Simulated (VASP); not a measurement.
Input of a VASP 6.6.1 run:

INCAR

```
SYSTEM = C
  PREC = Accurate
  ENCUT = 520
  EDIFF = 1E-7
  ISMEAR = -1
  SIGMA = 0.02
  LREAL = .FALSE.
  LASPH = .TRUE.
  NELM = 80
  ALGO = Normal
  ISIF = 2
  LWAVE = .FALSE.
  LCHARG = .FALSE.
  GGA = PS
  NBANDS = 16
```

Contents of KPOINTS:

```
regular mesh
0
G
  12 9 12
  0 0 0
```

Contents of POSCAR:

```
C
1.0
   -1.7769030118      1.7769030118      0.0000000000
    0.0000000000      0.0000000000      3.5538060236
    1.7769030118      1.7769030118      0.0000000000
C
4
Direct
    0.5000000000      0.3750000000      0.2500000000
    0.0000000000      0.8750000000      0.7500000000
    0.0000000000      0.1250000000      0.2500000000
    0.5000000000      0.6250000000      0.7500000000
```

Potentials or basis: VASP PAW PBE potentials, release 64 (C).

Command:

```bash
$ cat potpaw_PBE.64/C/POTCAR > POTCAR
$ mpirun -np 1 vasp_std > vasp.out
```

Q: Estimate the pressure.

A: 1.1 GPa.

Q: Estimate the band gap on the k mesh.

A: 4.04 eV.

Caveat: the PAW data sets were made with another functional, which shifts forces and pressure a little. A k mesh can miss the band edges.
